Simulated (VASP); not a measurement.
# ScNb (P-6m2) in VASP: single point with LDA

Aim: the single point of ScNb with LDA.

Program: VASP 6.6.1. These are calculated values, not measurements. Logs are shortened: lines on timing, memory, paths and dates and some standing lists are left out, and cuts for length are marked.

## 1. The cell of the first run

It takes space group P-6m2 (No. 187, hexagonal). The conventional cell has a = 3.066 Å, b = 3.066 Å, c = 5.072 Å, α = 90.00°, β = 90.00°, γ = 120.00°. Within 4.0 Å of Sc (site symmetry -6m2) lie 6 Sc at 3.07 Å and 6 Nb at 3.09 Å. Within 4.0 Å of Nb (site symmetry -6m2) lie 6 Nb at 3.07 Å and 6 Sc at 3.09 Å.

## 2. Single point, LDA

INCAR

```
ALGO = Fast
EDIFF = 1E-6
ENCUT = 520
ISIF = 2
ISMEAR = 0
LASPH = True
LCHARG = False
LREAL = False
LWAVE = False
NBANDS = 19
NELM = 100
PREC = Accurate
SIGMA = 0.15
```

KPOINTS

```
k-points
0
Gamma
  18 18 10
```

POSCAR

```
ScNb
1.0
    3.0656443612      0.0000000000      0.0000000000
   -1.5328221806      2.6549258957      0.0000000000
    0.0000000000      0.0000000000      5.0721940000
Sc Nb
1 1
Direct
    0.0000000000      0.0000000000      0.0000000000
    0.3333333333      0.6666666667      0.5000000000
```

Potentials or basis: VASP PAW LDA potentials, release 64 (Sc_sv, Nb_sv).

Started as:

```
cat potpaw_LDA.64/Sc_sv/POTCAR potpaw_LDA.64/Nb_sv/POTCAR > POTCAR
mpirun -np 1 vasp_std > vasp.out
```

OUTCAR:

```text
EDIFF = 1E-6
   ENCUT = 520
   ISIF = 2
   ISMEAR = 0
   LASPH = True
   LREAL = False
   NELM = 100
   PREC = Accurate

 ion  position               nearest neighbor table
   1  0.000  0.000  0.000-   2 3.09   2 3.09   2 3.09   2 3.09   2 3.09   2 3.09
   2  0.333  0.667  0.500-   1 3.09   1 3.09   1 3.09   1 3.09   1 3.09   1 3.09

  LATTYP: Found a hexagonal cell.
 ALAT       =     3.0656443612
 C/A-ratio  =     1.6545278585

  Lattice vectors:

 A1 = (   3.0656443612,   0.0000000000,   0.0000000000)
 A2 = (  -1.5328221806,   2.6549258957,   0.0000000000)
 A3 = (   0.0000000000,   0.0000000000,   5.0721940000)

Analysis of symmetry for initial positions (statically):
=====================================================================
 Subroutine PRICEL returns:
 Original cell was already a primitive cell.

 Routine SETGRP: Setting up the symmetry group for a
 hexagonal supercell.

 Subroutine GETGRP returns: Found 12 space group operations
 (whereof 12 operations were pure point group operations)
 out of a pool of 24 trial point group operations.

The static configuration has the point symmetry D_3h.

Analysis of symmetry for dynamics (positions and initial velocities):
=====================================================================
 Subroutine PRICEL returns:
 Original cell was already a primitive cell.

 Routine SETGRP: Setting up the symmetry group for a
 hexagonal supercell.

 Subroutine GETGRP returns: Found 12 space group operations
 (whereof 12 operations were pure point group operations)
 out of a pool of 24 trial point group operations.

The dynamic configuration has the point symmetry D_3h.

 Subroutine INISYM returns: Found 12 space group operations
 (whereof 12 operations are pure point group operations),
 and found     1 'primitive' translations

----------------------------------------------------------------------------------------

                                     Primitive cell

  volume of cell :      41.2829

  direct lattice vectors                    reciprocal lattice vectors
     3.065644361  0.000000000  0.000000000     0.326195697  0.188329174  0.000000000
    -1.532822181  2.654925896  0.000000000     0.000000000  0.376658347  0.000000000
     0.000000000  0.000000000  5.072194000     0.000000000  0.000000000  0.197153342

  length of vectors
     3.065644361  3.065644361  5.072194000     0.376658347  0.376658347  0.197153342

  position of ions in fractional coordinates (direct lattice)
     0.000000000  0.000000000  0.000000000
     0.333333333  0.666666667  0.500000000

  ion indices of the primitive-cell ions
   primitive index   ion index
                 1           1
                 2           2

----------------------------------------------------------------------------------------

 KPOINTS: k-points

Automatic generation of k-mesh.
 Grid dimensions read from file:
 generate k-points for:   18   18   10

 Generating k-lattice:

  Cartesian coordinates                     Fractional coordinates (reciprocal lattice)
     0.018121983  0.010462732  0.000000000     0.055555556 -0.000000000  0.000000000
     0.000000000  0.020925464  0.000000000     0.000000000  0.055555556  0.000000000
     0.000000000  0.000000000  0.019715334     0.000000000  0.000000000  0.100000000

  Length of vectors
     0.020925464  0.020925464  0.019715334

  Shift w.r.t. Gamma in fractional coordinates (k-lattice)
     0.000000000  0.000000000  0.000000000

 Subroutine IBZKPT returns following result:
 ===========================================

 Found    222 irreducible k-points:

 Following reciprocal coordinates:
            Coordinates               Weight
  0.000000  0.000000  0.000000      1.000000
  0.055556 -0.000000  0.000000      6.000000
  0.111111 -0.000000  0.000000      6.000000
  0.166667 -0.000000  0.000000      6.000000
  0.222222 -0.000000  0.000000      6.000000
  0.277778 -0.000000  0.000000      6.000000
[... 16 lines left out ...]
  0.333333  0.111111  0.000000     12.000000
  0.388889  0.111111  0.000000     12.000000
 [... further k-points ...]
   k-points           NKPTS =    222   k-points in BZ     NKDIM =    222   number of bands    NBANDS=     19
   number of dos      NEDOS =    301   number of ions     NIONS =      2
   total plane-waves  NPLWV =  23040
   dimension x,y,z NGX =    24 NGY =   24 NGZ =   40
   dimension x,y,z NGXF=    48 NGYF=   48 NGZF=   80
   ions per type =               1   1
   NGX,Y,Z   is equivalent  to a cutoff of  13.01, 13.01, 13.11 a.u.
   NGXF,Y,Z  is equivalent  to a cutoff of  26.03, 26.03, 26.22 a.u.
 SYSTEM =  unknown system
   PREC   = accura    normal or accurate (medium, high low for compatibility)
   ISTART =      0    job   : 0-new  1-cont  2-samecut
   ICHARG =      2    charge: 1-file 2-atom 10-const
   ISPIN  =      1    spin polarized calculation?
   LNONCOLLINEAR =      F non collinear calculations
   LSORBIT =      F    spin-orbit coupling
   LASPH  =      T    aspherical Exc in radial PAW
   ENCUT  =  520.0 eV  38.22 Ry    6.18 a.u.   5.70  5.70  9.43*2*pi/ulx,y,z
   NELM   =    100;   NELMIN=  2; NELMDL= -5     # of ELM steps
   EDIFF  = 0.1E-05   stopping-criterion for ELM
   LREAL  =      F    real-space projection
   EDIFFG = 0.1E-04   stopping-criterion for IOM
   NSW    =      0    number of steps for IOM
   IBRION =     -1    ionic relax: 0-MD 1-quasi-New 2-CG
   NFREE  =      0    steps in history (QN), initial steepest desc. (CG)
   ISIF   =      2    stress and relaxation
   ISYM   =      2    0-nonsym 1-usesym 2-fastsym
   POTIM  = 0.5000    time-step for ionic-motion
   TEBEG  =    0.0;   TEEND  =   0.0 temperature during run
   PSTRESS=    0.0 pullay stress
   NELECT =      24.0000    total number of electrons
   NUPDOWN=      -1.0000    fix difference up-down
   EMIN   =  10.00;   EMAX   =-10.00  energy-range for DOS
   EFERMI =   0.00;   METHOD = LEGACY
   ISMEAR =     0;   SIGMA  =   0.15  broadening in eV -4-tet -1-fermi 0-gaus
   EFERMI_NEDOS =   21; number of points for ismear=-14 and -15
   IALGO  =     68    algorithm
   IMIX   =      4    mixing-type and parameters
     AMIX     =   0.40;   BMIX     =  1.00
     AMIX_MAG =   1.60;   BMIX_MAG =  1.00
  volume/ion in A,a.u.               =      20.64       139.30
  Fermi-wavevector in a.u.,A,eV,Ry     =   1.366329  2.581987 25.400097  1.866854
  Thomas-Fermi vector in A             =   2.492479
   LORBIT       =      0    0 simple, 1 ext, 2 COOP (PROOUT), +10 PAW based schemes
   GGA     = CA    functional components
   LHFCALC =     F    Hartree Fock is set to
   AEXX    =    0.0000 exact exchange contribution
   IVDW    =     0    specifies the selected vdW correction
   LEPSILON=     F    determine dielectric tensor
   LRPA    =     F    only Hartree local field effects (RPA)
 non-spin polarized calculation
 RMM-DIIS sequential band-by-band and
 Gauss-broadening in eV      SIGMA  =   0.15
  energy-cutoff  :      520.00
  volume of cell :       41.28
 maximum number of plane-waves:      1128
 NGX is ok and might be reduce to    24
   NGX = 11   NGY = 11   NGZ = 19

 number of electron      24.0000000 magnetization

 Free energy of the ion-electron system (eV)
  ---------------------------------------------------
  ext. energy  EPLUGINS =         0.00000000
  ---------------------------------------------------
  free energy    TOTEN  =       -17.50475002 eV

  energy without entropy =      -17.47871373  energy(sigma->0) =      -17.49173187

 E-fermi :   6.9681     XC(G=0): -11.4672

 val. band max:        6.9617382388   @ k =   0.3889   0.2222   0.4000
 cond. band min:       6.9732324208   @ k =   0.1667   0.0556   0.5000
 fundamental gap:      0.0114941820
 Fermi energy:         6.9680581584

 k-point     1 :       0.0000    0.0000    0.0000
  band No.  band energies     occupation
      1     -47.4087      2.00000
      2     -41.4387      2.00000
      3     -23.7196      2.00000
      4     -23.1984      2.00000
      5     -23.1984      2.00000
      6     -20.3880      2.00000
[... 11 lines left out ...]
     18       9.1693      0.00000
     19      11.0892      0.00000

 k-point     2 :       0.0556   -0.0000    0.0000
  band No.  band energies     occupation
      1     -47.4059      2.00000
      2     -41.4360      2.00000
      3     -23.7154      2.00000
      4     -23.2206      2.00000
      5     -23.2036      2.00000
      6     -20.3867      2.00000
[... 11 lines left out ...]
     18       9.1308      0.00000
     19      11.1306      0.00000

 k-point     3 :       0.1111   -0.0000    0.0000
  band No.  band energies     occupation
      1     -47.3979      2.00000
      2     -41.4282      2.00000
      3     -23.7032      2.00000
      4     -23.2842      2.00000
      5     -23.2183      2.00000
      6     -20.3830      2.00000
[... 11 lines left out ...]
     18       9.2560      0.00000
     19      11.2501      0.00000

 k-point     4 :       0.1667   -0.0000    0.0000
  band No.  band energies     occupation
      1     -47.3855      2.00000
      2     -41.4162      2.00000
      3     -23.6845      2.00000
      4     -23.3805      2.00000
      5     -23.2408      2.00000
      6     -20.3774      2.00000
[... 11 lines left out ...]
     18       9.5483      0.00000
     19      11.2876      0.00000

 k-point     5 :       0.2222   -0.0000    0.0000
  band No.  band energies     occupation
      1     -47.3702      2.00000
      2     -41.4014      2.00000
      3     -23.6614      2.00000
      4     -23.4972      2.00000
      5     -23.2683      2.00000
      6     -20.3795      2.00000
[... 11 lines left out ...]
     18       9.9318      0.00000
     19      11.3654      0.00000
[... 334 lines left out ...]
      2     -41.3808      2.00000
      3     -23.6318      2.00000
      4     -23.6292      2.00000
      5     -23.3323      2.00000
      6     -20.4891      2.00000
[... 11 lines left out ...]
     18      10.6928      0.00000
     19      11.3134      0.00000

 k-point    22 :       0.2778    0.1111    0.0000
  band No.  band energies     occupation
      1     -47.3345      2.00000
      2     -41.3668      2.00000
      3     -23.7294      2.00000
      4     -23.6073      2.00000
      5     -23.3669      2.00000
      6     -20.5685      2.00000
[... 11 lines left out ...]
     18      11.2277      0.00000
     19      11.3289      0.00000

 k-point    23 :       0.3333    0.1111    0.0000
  band No.  band energies     occupation
      1     -47.3227      2.00000
      2     -41.3554      2.00000
      3     -23.8081      2.00000
      4     -23.5894      2.00000
      5     -23.3950      2.00000
      6     -20.6327      2.00000
[... 11 lines left out ...]
     18      11.3364      0.00000
     19      11.7931      0.00000

 k-point    24 :       0.3889    0.1111    0.0000
  band No.  band energies     occupation
      1     -47.3150      2.00000
      2     -41.3480      2.00000
      3     -23.8591      2.00000
      4     -23.5776      2.00000
      5     -23.4133      2.00000
      6     -20.6742      2.00000
[... 11 lines left out ...]
     18      11.3568      0.00000
     19      12.3464      0.00000

 [... further k-points ...]
[... 5 lines left out ...]
  --------------------------------------------------------------------------------------
  -------------------------------------------------------------------------------------
  Total       -1.9209429     -1.9209429     -1.9175808      0.0000000      0.0000000     -0.0000000
  in kB      -74.5512622    -74.5512622    -74.4207812      0.0000000      0.0000000     -0.0000000
  external PRESSURE =     -74.5077685 kB  Pullay stress =       0.0000000 kB

 VOLUME and BASIS-vectors are now :
 -----------------------------------------------------------------------------
  energy-cutoff  :      520.00
  volume of cell :       41.28
      direct lattice vectors                 reciprocal lattice vectors
     3.065644361  0.000000000  0.000000000     0.326195697  0.188329174  0.000000000
    -1.532822181  2.654925896  0.000000000     0.000000000  0.376658347  0.000000000
     0.000000000  0.000000000  5.072194000     0.000000000  0.000000000  0.197153342

 POSITION                                       TOTAL-FORCE (eV/Angst)
 -----------------------------------------------------------------------------------
      0.00000      0.00000      0.00000        -0.000000      0.000000      0.000000
     -0.00000      1.76995      2.53610         0.000000     -0.000000      0.000000
 -----------------------------------------------------------------------------------
    total drift:                                0.000000     -0.000000     -0.000000

  FREE ENERGIE OF THE ION-ELECTRON SYSTEM (eV)
  ---------------------------------------------------
  free  energy   TOTEN  =       -17.5047500202 eV

  energy  without entropy=      -17.4787137277  energy(sigma->0) =      -17.49173187
```

Wall time 4.9 min (1 thread of Intel Xeon Platinum 8375C at 2.90GHz (Ice Lake), shared host); peak memory 0.29 GiB.

What came out:

```
Free energy            : -17.5048 eV
Pressure               : -7.5 GPa
Band gap on the k mesh : zero (band 12 reaches 7.64 eV, above the bottom of band 13 at 6.63 eV)
```
